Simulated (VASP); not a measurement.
# CuI (F-43m) in VASP: notebook

Runs on CuI. Level: PBE. Tasks: electric field gradients.

Everything below comes from runs of VASP 6.6.1. Logs are shortened: lines on timing, memory, paths and dates and some standing lists are left out, and cuts for length are marked.

## Step 1: The cell of the first run

It takes space group F-43m (No. 216, cubic). The conventional cell has a = 6.078 Å, b = 6.078 Å, c = 6.078 Å, α = 90.00°, β = 90.00°, γ = 90.00°. Cu (site symmetry -43m) has 4 I at 2.63 Å within 3.5 Å. I (site symmetry -43m) has 4 Cu at 2.63 Å within 3.5 Å.

## Step 2: Electric field gradients, PBE

Input file INCAR:

```
SYSTEM = CuI
PREC = Accurate ; ENCUT = 520
EDIFF = 1E-8 ; ISMEAR = -1
SIGMA = 0.05 ; LREAL = .False.
LASPH = .True. ; NELM = 60
ALGO = Normal ; ISIF = 2
LWAVE = .False. ; LCHARG = .False.
GGA = PE ; LEFG = .True.
NBANDS = 16
```

Input file KPOINTS:

```
Automatic mesh
0
Gamma
  12 12 12
  0 0 0
```

Input file POSCAR:

```
CuI
1.0
    0.0000000000      3.0389565618      3.0389565618
    3.0389565618      0.0000000000      3.0389565618
    3.0389565618      3.0389565618      0.0000000000
Cu I
1 1
Direct
    0.2500000000      0.2500000000      0.2500000000
    0.0000000000      0.0000000000      0.0000000000
```

Potentials or basis: VASP PAW PBE potentials, release 64 (Cu, I).

On the command line:

```console
$ cat potpaw_PBE.64/Cu/POTCAR potpaw_PBE.64/I/POTCAR > POTCAR
$ mpirun -np 1 vasp_std > vasp.out
```

OUTCAR:

```text
SYSTEM = CuI
   PREC = Accurate
   ENCUT = 520
   EDIFF = 1E-8
   ISMEAR = -1
   LREAL = .False.
   LASPH = .True.
   NELM = 60
   ISIF = 2
   GGA = PE

 ion  position               nearest neighbor table
   1  0.250  0.250  0.250-   2 2.63   2 2.63   2 2.63   2 2.63
   2  0.000  0.000  0.000-   1 2.63   1 2.63   1 2.63   1 2.63

  LATTYP: Found a face centered cubic cell.
 ALAT       =     6.0779131236

  Lattice vectors:

 A1 = (   0.0000000000,   3.0389565618,   3.0389565618)
 A2 = (   3.0389565618,   0.0000000000,   3.0389565618)
 A3 = (   3.0389565618,   3.0389565618,   0.0000000000)

Analysis of symmetry for initial positions (statically):
=====================================================================
 Subroutine PRICEL returns:
 Original cell was already a primitive cell.

 Routine SETGRP: Setting up the symmetry group for a
 face centered cubic supercell.

 Subroutine GETGRP returns: Found 24 space group operations
 (whereof 24 operations were pure point group operations)
 out of a pool of 48 trial point group operations.

The static configuration has the point symmetry T_d .

Analysis of symmetry for dynamics (positions and initial velocities):
=====================================================================
 Subroutine PRICEL returns:
 Original cell was already a primitive cell.

 Routine SETGRP: Setting up the symmetry group for a
 face centered cubic supercell.

 Subroutine GETGRP returns: Found 24 space group operations
 (whereof 24 operations were pure point group operations)
 out of a pool of 48 trial point group operations.

The dynamic configuration has the point symmetry T_d .

 Subroutine INISYM returns: Found 24 space group operations
 (whereof 24 operations are pure point group operations),
 and found     1 'primitive' translations

----------------------------------------------------------------------------------------

                                     Primitive cell

  volume of cell :      56.1311

  direct lattice vectors                    reciprocal lattice vectors
     0.000000000  3.038956562  3.038956562    -0.164530157  0.164530157  0.164530157
     3.038956562  0.000000000  3.038956562     0.164530157 -0.164530157  0.164530157
[... 124 lines left out ...]
 Free energy of the ion-electron system (eV)
  ---------------------------------------------------
  ext. energy  EPLUGINS =         0.00000000
  ---------------------------------------------------
  free energy    TOTEN  =        -5.56283486 eV

  energy without entropy =       -5.56283479  energy(sigma->0) =       -5.56283482

 E-fermi :   4.9780     XC(G=0):  -8.9029

 val. band max:        4.3506897171   @ k =   0.0000   0.0000   0.0000
 cond. band min:       5.4751174835   @ k =   0.0000   0.0000   0.0000
 fundamental gap:      1.1244277664
 Fermi energy:         4.9780186525

 k-point     1 :       0.0000    0.0000    0.0000
  band No.  band energies     occupation
      1      -9.6208      2.00000
      2       0.7452      2.00000
      3       0.7452      2.00000
      4       0.7452      2.00000
      5       2.5298      2.00000
      6       2.5298      2.00000
[... 433 lines left out ...]
      3       0.3769      2.00000
      4       0.7568      2.00000
      5       2.4960      2.00000
      6       2.5373      2.00000
[... 8 lines left out ...]
     15      14.1465      0.00000
     16      14.9206      0.00000

 [... further k-points ...]

------------------------ aborting loop because EDIFF is reached ----------------------------------------

  FORCE on cell =-STRESS in cart. coord.  units (eV):
  Direction    XX          YY          ZZ          XY          YZ          ZX
  --------------------------------------------------------------------------------------
  -------------------------------------------------------------------------------------
  Total        0.0201109      0.0201109      0.0201109      0.0000000      0.0000000      0.0000000
  in kB        0.5740367      0.5740367      0.5740367      0.0000000      0.0000000      0.0000000
  external PRESSURE =       0.5740367 kB  Pullay stress =       0.0000000 kB

 VOLUME and BASIS-vectors are now :
 -----------------------------------------------------------------------------
  energy-cutoff  :      520.00
  volume of cell :       56.13
      direct lattice vectors                 reciprocal lattice vectors
     0.000000000  3.038956562  3.038956562    -0.164530157  0.164530157  0.164530157
     3.038956562  0.000000000  3.038956562     0.164530157 -0.164530157  0.164530157
     3.038956562  3.038956562  0.000000000     0.164530157  0.164530157 -0.164530157

 POSITION                                       TOTAL-FORCE (eV/Angst)
 -----------------------------------------------------------------------------------
      1.51948      1.51948      1.51948        -0.000000      0.000000      0.000000
      0.00000      0.00000      0.00000         0.000000     -0.000000     -0.000000
 -----------------------------------------------------------------------------------
    total drift:                                0.000001      0.000001      0.000001

  FREE ENERGIE OF THE ION-ELECTRON SYSTEM (eV)
  ---------------------------------------------------
  free  energy   TOTEN  =        -5.5628348579 eV

  energy  without entropy=       -5.5628347857  energy(sigma->0) =       -5.56283482

 Electric field gradients (V/A^2)
---------------------------------------------------------------------
 ion       V_xx      V_yy      V_zz      V_xy      V_xz      V_yz
---------------------------------------------------------------------
   1      -0.000     0.000    -0.000    -0.002    -0.002    -0.002
   2       0.000    -0.000    -0.000     0.000     0.000     0.000
---------------------------------------------------------------------

 Electric field gradients after diagonalization (V/A^2)
 (convention: |V_zz| > |V_xx| > |V_yy|)
----------------------------------------------------------------------
 ion       V_xx      V_yy      V_zz     asymmetry (V_yy - V_xx)/ V_zz
----------------------------------------------------------------------
   1       0.002     0.002    -0.003       0.000
   2      -0.000    -0.000     0.001       0.000
----------------------------------------------------------------------

           NMR quadrupolar parameters

 Cq : quadrupolar parameter    Cq=e*Q*V_zz/h
 eta: asymmetry parameters     (V_yy - V_xx)/ V_zz
 Q  : nuclear electric quadrupole moment in mb (millibarn)
----------------------------------------------------------------------
 ion       Cq(MHz)       eta       Q (mb)
----------------------------------------------------------------------
   1      -0.000       0.000       1.000
   2       0.000       0.000       1.000
----------------------------------------------------------------------
```

Wall time 33 s (1 thread of AMD EPYC 9R45 (Zen 5), shared host); peak memory 0.19 GiB.

What came out:

```
Free energy                             : -5.5628 eV
Pressure                                : 0.1 GPa
Band gap on the k mesh                  : 1.12 eV
Largest electric field gradient by atom : under 0.05 V/Å² on every atom
```

Caveat: spin-orbit coupling is left out, which moves the levels of the heavy elements. A k mesh can miss the band edges.

## Step 3: Electric field gradients, PBE

Input file INCAR:

```
ALGO = Normal
EDIFF = 1E-8
ENCUT = 520
GGA = PE
ISIF = 2
ISMEAR = -1
LASPH = True
LCHARG = False
LEFG = True
LREAL = False
LWAVE = False
NBANDS = 16
NELM = 100
PREC = Accurate
SIGMA = 0.05
```

Input file KPOINTS:

```
k-points
0
Gamma
  12 12 12
```

POSCAR is that of step 2.

Potentials or basis: VASP PAW PBE potentials, release 64 (Cu, I).

On the command line:

```console
$ cat potpaw_PBE.64/Cu/POTCAR potpaw_PBE.64/I/POTCAR > POTCAR
$ mpirun -np 1 vasp_std > vasp.out
```

OUTCAR:

```text
EDIFF = 1E-8
   ENCUT = 520
   GGA = PE
   ISIF = 2
   ISMEAR = -1
   LASPH = True
   LREAL = False
   NELM = 100
   PREC = Accurate

 ion  position               nearest neighbor table
   1  0.250  0.250  0.250-   2 2.63   2 2.63   2 2.63   2 2.63
   2  0.000  0.000  0.000-   1 2.63   1 2.63   1 2.63   1 2.63

  LATTYP: Found a face centered cubic cell.
 ALAT       =     6.0779131236

  Lattice vectors:

 A1 = (   0.0000000000,   3.0389565618,   3.0389565618)
 A2 = (   3.0389565618,   0.0000000000,   3.0389565618)
 A3 = (   3.0389565618,   3.0389565618,   0.0000000000)

Analysis of symmetry for initial positions (statically):
=====================================================================
 Subroutine PRICEL returns:
 Original cell was already a primitive cell.

 Routine SETGRP: Setting up the symmetry group for a
 face centered cubic supercell.

 Subroutine GETGRP returns: Found 24 space group operations
 (whereof 24 operations were pure point group operations)
 out of a pool of 48 trial point group operations.

The static configuration has the point symmetry T_d .

Analysis of symmetry for dynamics (positions and initial velocities):
=====================================================================
 Subroutine PRICEL returns:
 Original cell was already a primitive cell.

 Routine SETGRP: Setting up the symmetry group for a
 face centered cubic supercell.

 Subroutine GETGRP returns: Found 24 space group operations
 (whereof 24 operations were pure point group operations)
 out of a pool of 48 trial point group operations.

The dynamic configuration has the point symmetry T_d .

[... 155 lines left out ...]
      2       0.7452      2.00000
      3       0.7452      2.00000
      4       0.7452      2.00000
      5       2.5298      2.00000
      6       2.5298      2.00000
[... 433 lines left out ...]
      3       0.3769      2.00000
      4       0.7568      2.00000
      5       2.4960      2.00000
      6       2.5373      2.00000
[... 8 lines left out ...]
     15      14.1465      0.00000
     16      14.9206      0.00000

 [... further k-points ...]

------------------------ aborting loop because EDIFF is reached ----------------------------------------

  FORCE on cell =-STRESS in cart. coord.  units (eV):
  Direction    XX          YY          ZZ          XY          YZ          ZX
  --------------------------------------------------------------------------------------
  -------------------------------------------------------------------------------------
  Total        0.0201109      0.0201109      0.0201109      0.0000000      0.0000000      0.0000000
  in kB        0.5740367      0.5740367      0.5740367      0.0000000      0.0000000      0.0000000
  external PRESSURE =       0.5740367 kB  Pullay stress =       0.0000000 kB

 VOLUME and BASIS-vectors are now :
 -----------------------------------------------------------------------------
  energy-cutoff  :      520.00
  volume of cell :       56.13
      direct lattice vectors                 reciprocal lattice vectors
     0.000000000  3.038956562  3.038956562    -0.164530157  0.164530157  0.164530157
     3.038956562  0.000000000  3.038956562     0.164530157 -0.164530157  0.164530157
     3.038956562  3.038956562  0.000000000     0.164530157  0.164530157 -0.164530157

 POSITION                                       TOTAL-FORCE (eV/Angst)
 -----------------------------------------------------------------------------------
      1.51948      1.51948      1.51948        -0.000000      0.000000      0.000000
      0.00000      0.00000      0.00000         0.000000     -0.000000     -0.000000
 -----------------------------------------------------------------------------------
    total drift:                                0.000001      0.000001      0.000001

  FREE ENERGIE OF THE ION-ELECTRON SYSTEM (eV)
  ---------------------------------------------------
  free  energy   TOTEN  =        -5.5628348579 eV

  energy  without entropy=       -5.5628347857  energy(sigma->0) =       -5.56283482

 Electric field gradients (V/A^2)
---------------------------------------------------------------------
 ion       V_xx      V_yy      V_zz      V_xy      V_xz      V_yz
---------------------------------------------------------------------
   1      -0.000     0.000    -0.000    -0.002    -0.002    -0.002
   2       0.000    -0.000    -0.000     0.000     0.000     0.000
---------------------------------------------------------------------

 Electric field gradients after diagonalization (V/A^2)
 (convention: |V_zz| > |V_xx| > |V_yy|)
----------------------------------------------------------------------
 ion       V_xx      V_yy      V_zz     asymmetry (V_yy - V_xx)/ V_zz
----------------------------------------------------------------------
   1       0.002     0.002    -0.003       0.000
   2      -0.000    -0.000     0.001       0.000
----------------------------------------------------------------------

           NMR quadrupolar parameters

 Cq : quadrupolar parameter    Cq=e*Q*V_zz/h
 eta: asymmetry parameters     (V_yy - V_xx)/ V_zz
 Q  : nuclear electric quadrupole moment in mb (millibarn)
----------------------------------------------------------------------
 ion       Cq(MHz)       eta       Q (mb)
----------------------------------------------------------------------
   1      -0.000       0.000       1.000
   2       0.000       0.000       1.000
----------------------------------------------------------------------
```

stdout:

```text
POSCAR found type information on POSCAR CuI
 POSCAR found :  2 types and       2 ions
 scaLAPACK will be used
 LDA part: xc-table for (Slater+PW92), standard interpolation
 POSCAR, INCAR and KPOINTS ok, starting setup
 FFT: planning ... GRIDC
 FFT: planning ... GRID_SOFT
 FFT: planning ... GRID
 WAVECAR not read
 entering main loop
ion   1

ion   2
```

Wall time 32 s (1 thread of AMD EPYC 9R45 (Zen 5), shared host); peak memory 0.19 GiB.

Results:

* Free energy: -5.5628 eV
* Pressure: 0.1 GPa
* Band gap on the k mesh: 1.12 eV
* Largest electric field gradient by atom: under 0.05 V/Å² on every atom

Caveat: spin-orbit coupling is left out, which moves the levels of the heavy elements.
